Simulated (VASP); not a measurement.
# WSe2 in VASP: further runs

WSe2 is run at these levels: PBE+D3(BJ); tasks: single point.

All numbers are computed with VASP 6.6.1; they aren't measurements. Logs are shortened: lines on timing, memory, paths and dates and some standing lists are left out, and cuts for length are marked.

**1. The cell of the first run**

The cell holds a slab with vacuum, 6 atoms: a = 3.285 Å, b = 3.285 Å, c = 24.239 Å, α = 90.00°, β = 90.00°, γ = 120.00°.

**2. Single point, PBE+D3(BJ)**

Contents of INCAR:

```
PREC = Accurate
ENCUT = 520
EDIFF = 1E-6
ISMEAR = 0
SIGMA = 0.05
LREAL = False
LASPH = True
NELM = 100
ALGO = Normal
ISIF = 2
LWAVE = False
LCHARG = False
LDIPOL = True
IDIPOL = 3
DIPOL = 0.5 0.5 0.398
GGA = PE
IVDW = 12
NBANDS = 35
```

Contents of KPOINTS:

```
Automatic mesh
0
Gamma
  9 9 1
```

Contents of POSCAR:

```
WSe2
1.0
    3.2854807123      0.0000000000      0.0000000000
   -1.6427403561      2.8453097605      0.0000000000
    0.0000000000      0.0000000000     24.2386612352
Se W
4 2
Direct
    0.3333333333      0.6666666667      0.1856538179
    0.3333333333      0.6666666667      0.3246602831
    0.3333333333      0.6666666667      0.4715330812
    0.3333333333      0.6666666667      0.6105395464
    0.6666666667      0.3333333333      0.2551570505
    0.0000000000      1.0000000000      0.5410363138
```

Potentials or basis: VASP PAW PBE potentials, release 64 (Se, W_sv).

On the command line:

```bash
> cat potpaw_PBE.64/Se/POTCAR potpaw_PBE.64/W_sv/POTCAR > POTCAR
> mpirun -np 1 vasp_std > vasp.out
```

OUTCAR:

```text
PREC = Accurate
   ENCUT = 520
   EDIFF = 1E-6
   ISMEAR = 0
   LREAL = False
   LASPH = True
   NELM = 100
   ISIF = 2
   GGA = PE
   IVDW = 12
 IVDW          = 12

 ion  position               nearest neighbor table
   1  0.333  0.667  0.186-   5 2.54   5 2.54   5 2.54
   2  0.333  0.667  0.325-   5 2.54   5 2.54   5 2.54
   3  0.333  0.667  0.472-   6 2.54   6 2.54   6 2.54
   4  0.333  0.667  0.611-   6 2.54   6 2.54   6 2.54
   5  0.667  0.333  0.255-   2 2.54   1 2.54   2 2.54   1 2.54   2 2.54   1 2.54
   6  0.000  0.000  0.541-   3 2.54   4 2.54   3 2.54   4 2.54   3 2.54   4 2.54

  LATTYP: Found a hexagonal cell.
 ALAT       =     3.2854807123
 C/A-ratio  =     7.3775083033

  Lattice vectors:

 A1 = (   3.2854807123,   0.0000000000,   0.0000000000)
 A2 = (  -1.6427403561,   2.8453097605,   0.0000000000)
 A3 = (   0.0000000000,   0.0000000000,  24.2386612352)

Analysis of symmetry for initial positions (statically):
=====================================================================
 Subroutine PRICEL returns:
 Original cell was already a primitive cell.

 Routine SETGRP: Setting up the symmetry group for a
 hexagonal supercell.

 Subroutine GETGRP returns: Found 12 space group operations
 (whereof  6 operations were pure point group operations)
 out of a pool of 24 trial point group operations.

The static configuration has the point symmetry C_3v.
 The point group associated with its full space group is D_3d.

Analysis of symmetry for dynamics (positions and initial velocities):
=====================================================================
 Subroutine PRICEL returns:
 Original cell was already a primitive cell.

 Routine SETGRP: Setting up the symmetry group for a
 hexagonal supercell.

 Subroutine GETGRP returns: Found 12 space group operations
 (whereof  6 operations were pure point group operations)
 out of a pool of 24 trial point group operations.

The dynamic configuration has the point symmetry C_3v.
 The point group associated with its full space group is D_3d.

 Subroutine INISYM returns: Found 12 space group operations
 (whereof  6 operations are pure point group operations),
 and found     1 'primitive' translations

----------------------------------------------------------------------------------------

                                     Primitive cell

  volume of cell :     226.5881

  direct lattice vectors                    reciprocal lattice vectors
     3.285480712  0.000000000  0.000000000     0.304369463  0.175727791  0.000000000
    -1.642740356  2.845309761  0.000000000     0.000000000  0.351455583  0.000000000
     0.000000000  0.000000000 24.238661235     0.000000000  0.000000000  0.041256404

  length of vectors
     3.285480712  3.285480712 24.238661235     0.351455583  0.351455583  0.041256404

  position of ions in fractional coordinates (direct lattice)
     0.333333333  0.666666667  0.185653818
     0.333333333  0.666666667  0.324660283
     0.333333333  0.666666667  0.471533081
     0.333333333  0.666666667  0.610539546
     0.666666667  0.333333333  0.255157051
     0.000000000  0.000000000  0.541036314

  ion indices of the primitive-cell ions
   primitive index   ion index
                 1           1
                 2           2
                 3           3
                 4           4
                 5           5
                 6           6

----------------------------------------------------------------------------------------

 KPOINTS: Automatic mesh

Automatic generation of k-mesh.
 Grid dimensions read from file:
 generate k-points for:    9    9    1

 Generating k-lattice:

  Cartesian coordinates                     Fractional coordinates (reciprocal lattice)
     0.033818829  0.019525310  0.000000000     0.111111111 -0.000000000  0.000000000
     0.000000000  0.039050620  0.000000000     0.000000000  0.111111111  0.000000000
     0.000000000  0.000000000  0.041256404     0.000000000  0.000000000  1.000000000

  Length of vectors
     0.039050620  0.039050620  0.041256404

  Shift w.r.t. Gamma in fractional coordinates (k-lattice)
     0.000000000  0.000000000  0.000000000

 Subroutine IBZKPT returns following result:
 ===========================================

 Found     12 irreducible k-points:

 Following reciprocal coordinates:
            Coordinates               Weight
  0.000000  0.000000  0.000000      1.000000
  0.111111 -0.000000  0.000000      6.000000
  0.222222 -0.000000  0.000000      6.000000
  0.333333  0.000000  0.000000      6.000000
  0.444444 -0.000000  0.000000      6.000000
  0.111111  0.111111  0.000000      6.000000
  0.222222  0.111111  0.000000     12.000000
  0.333333  0.111111  0.000000     12.000000
  0.444444  0.111111  0.000000      6.000000
  0.222222  0.222222  0.000000      6.000000
  0.333333  0.222222  0.000000     12.000000
  0.333333  0.333333  0.000000      2.000000
   k-points           NKPTS =     12   k-points in BZ     NKDIM =     12   number of bands    NBANDS=     35
   number of dos      NEDOS =    301   number of ions     NIONS =      6
   total plane-waves  NPLWV = 103680
   dimension x,y,z NGX =    24 NGY =   24 NGZ =  180
   dimension x,y,z NGXF=    48 NGYF=   48 NGZF=  360
   ions per type =               4   2
   NGX,Y,Z   is equivalent  to a cutoff of  12.14, 12.14, 12.35 a.u.
   NGXF,Y,Z  is equivalent  to a cutoff of  24.29, 24.29, 24.69 a.u.
 SYSTEM =  unknown system
   PREC   = accura    normal or accurate (medium, high low for compatibility)
   ISTART =      0    job   : 0-new  1-cont  2-samecut
   ICHARG =      2    charge: 1-file 2-atom 10-const
   ISPIN  =      1    spin polarized calculation?
   LNONCOLLINEAR =      F non collinear calculations
   LSORBIT =      F    spin-orbit coupling
   LASPH  =      T    aspherical Exc in radial PAW
   ENCUT  =  520.0 eV  38.22 Ry    6.18 a.u.   6.11  6.11 45.07*2*pi/ulx,y,z
   NELM   =    100;   NELMIN=  2; NELMDL= -5     # of ELM steps
   EDIFF  = 0.1E-05   stopping-criterion for ELM
   LREAL  =      F    real-space projection
   EDIFFG = 0.1E-04   stopping-criterion for IOM
   NSW    =      0    number of steps for IOM
   IBRION =     -1    ionic relax: 0-MD 1-quasi-New 2-CG
   NFREE  =      0    steps in history (QN), initial steepest desc. (CG)
   ISIF   =      2    stress and relaxation
   ISYM   =      2    0-nonsym 1-usesym 2-fastsym
   POTIM  = 0.5000    time-step for ionic-motion
   TEBEG  =    0.0;   TEEND  =   0.0 temperature during run
   PSTRESS=    0.0 pullay stress
   NELECT =      52.0000    total number of electrons
   NUPDOWN=      -1.0000    fix difference up-down
   EMIN   =  10.00;   EMAX   =-10.00  energy-range for DOS
   EFERMI =   0.00;   METHOD = LEGACY
   ISMEAR =     0;   SIGMA  =   0.05  broadening in eV -4-tet -1-fermi 0-gaus
   EFERMI_NEDOS =   21; number of points for ismear=-14 and -15
   IALGO  =     38    algorithm
   IMIX   =      4    mixing-type and parameters
     AMIX     =   0.40;   BMIX     =  1.00
     AMIX_MAG =   1.60;   BMIX_MAG =  1.00
  volume/ion in A,a.u.               =      37.76       254.85
  Fermi-wavevector in a.u.,A,eV,Ry     =   1.002298  1.894069 13.668433  1.004601
  Thomas-Fermi vector in A             =   2.134776
   LORBIT       =      0    0 simple, 1 ext, 2 COOP (PROOUT), +10 PAW based schemes
   GGA     = PE    functional components
   LHFCALC =     F    Hartree Fock is set to
   AEXX    =    0.0000 exact exchange contribution
   IVDW    =    12    specifies the selected vdW correction
   LEPSILON=     F    determine dielectric tensor
   LRPA    =     F    only Hartree local field effects (RPA)
 non-spin polarized calculation
 Gauss-broadening in eV      SIGMA  =   0.05
  energy-cutoff  :      520.00
  volume of cell :      226.59
 maximum number of plane-waves:      6144
   NGX = 13   NGY = 13   NGZ = 91

 dipolmoment           0.000000      0.000000      0.000001 electrons x Angstroem

 number of electron      51.9999989 magnetization

 dipolmoment           0.000000      0.000000     -0.000001 electrons x Angstroem

 Free energy of the ion-electron system (eV)
  ---------------------------------------------------
  ext. energy  EPLUGINS =         0.00000000
  ---------------------------------------------------
  free energy    TOTEN  =       -43.16376298 eV

  energy without entropy =      -43.16376298  energy(sigma->0) =      -43.16376298

 E-fermi :   1.2572     XC(G=0):  -6.2645

 val. band max:        0.8594219435   @ k =   0.3333   0.3333   0.0000
 cond. band min:       2.4190526596   @ k =   0.2222   0.1111   0.0000
 fundamental gap:      1.5596307161
 Fermi energy:         1.2571755699

 k-point     1 :       0.0000    0.0000    0.0000
  band No.  band energies     occupation
      1     -73.1752      2.00000
      2     -73.1751      2.00000
      3     -37.4227      2.00000
      4     -37.4227      2.00000
      5     -37.2859      2.00000
      6     -37.2859      2.00000
[... 27 lines left out ...]
     34       4.0459      0.00000
     35       5.1904      0.00000

 k-point     2 :       0.1111   -0.0000    0.0000
  band No.  band energies     occupation
      1     -73.1740      2.00000
      2     -73.1739      2.00000
      3     -37.4174      2.00000
      4     -37.4174      2.00000
      5     -37.3137      2.00000
      6     -37.3137      2.00000
[... 27 lines left out ...]
     34       4.1840      0.00000
     35       5.6069      0.00000
[... 340 lines left out ...]
     34       5.6700      0.00000
     35       6.1096      0.00000

 k-point    12 :       0.3333    0.3333    0.0000
  band No.  band energies     occupation
      1     -73.1634      2.00000
      2     -73.1634      2.00000
      3     -37.4603      2.00000
      4     -37.4603      2.00000
      5     -37.4369      2.00000
      6     -37.4369      2.00000
[... 27 lines left out ...]
     34       6.0821      0.00000
     35       6.4742      0.00000

------------------------ aborting loop because EDIFF is reached ----------------------------------------

 vacuum level on the upper side and lower side of the slab       (xc-potential included)        -0.172        -0.174

 Edisp (eV)   -2.31054

 E8    (eV) :    -1.0617

  FORCE on cell =-STRESS in cart. coord.  units (eV):
  Direction    XX          YY          ZZ          XY          YZ          ZX
  --------------------------------------------------------------------------------------
  -------------------------------------------------------------------------------------
  Total      -0.00333    -0.00333     0.29757    -0.00000     0.00000     0.00000
  in kB      -0.02357    -0.02357     2.10408    -0.00000     0.00000     0.00000
  external pressure =        0.69 kB  Pullay stress =        0.00 kB

 VOLUME and BASIS-vectors are now :
 -----------------------------------------------------------------------------
  energy-cutoff  :      520.00
  volume of cell :      226.59
      direct lattice vectors                 reciprocal lattice vectors
     3.285480712  0.000000000  0.000000000     0.304369463  0.175727791  0.000000000
    -1.642740356  2.845309761  0.000000000     0.000000000  0.351455583  0.000000000
     0.000000000  0.000000000 24.238661235     0.000000000  0.000000000  0.041256404

 POSITION                                       TOTAL-FORCE (eV/Angst)
 -----------------------------------------------------------------------------------
     -0.00000      1.89687      4.50000        -0.000000      0.000000     -0.039503
     -0.00000      1.89687      7.86933        -0.000000      0.000000      0.002960
     -0.00000      1.89687     11.42933        -0.000000      0.000000     -0.002960
     -0.00000      1.89687     14.79866         0.000000      0.000000      0.039503
      1.64274      0.94844      6.18467        -0.000000      0.000000      0.007254
      0.00000      0.00000     13.11400         0.000000     -0.000000     -0.007254
 -----------------------------------------------------------------------------------
    total drift:                               -0.000000     -0.000000      0.000103

  FREE ENERGIE OF THE ION-ELECTRON SYSTEM (eV)
  ---------------------------------------------------
  free  energy   TOTEN  =       -45.4743068437 eV

  energy  without entropy=      -45.4743068437  energy(sigma->0) =      -45.47430684

 vacuum level on the upper side and lower side of the slab         5.819         5.817
```

Run time: 3.3 min. Hardware: 1 thread of Intel Xeon 8259CL, shared host; peak memory 0.35 GiB.

Results:

| Quantity | Value |
| --- | --- |
| Free energy | -45.4743 eV |
| Largest force | 0.040 eV/Å |
| Band gap on the k mesh | 1.56 eV (least direct gap 1.67 eV) |
| Dispersion energy per atom | -0.385 eV |

Forces on the atoms (eV/Å):
```
Se   0.000  0.000 -0.040
Se   0.000  0.000  0.003
Se   0.000  0.000 -0.003
Se   0.000  0.000  0.040
W    0.000  0.000  0.007
W    0.000  0.000 -0.007
```

Caveat: spin-orbit coupling is left out, which moves the levels of the heavy elements.

(Part 1 of 2 ends here.)
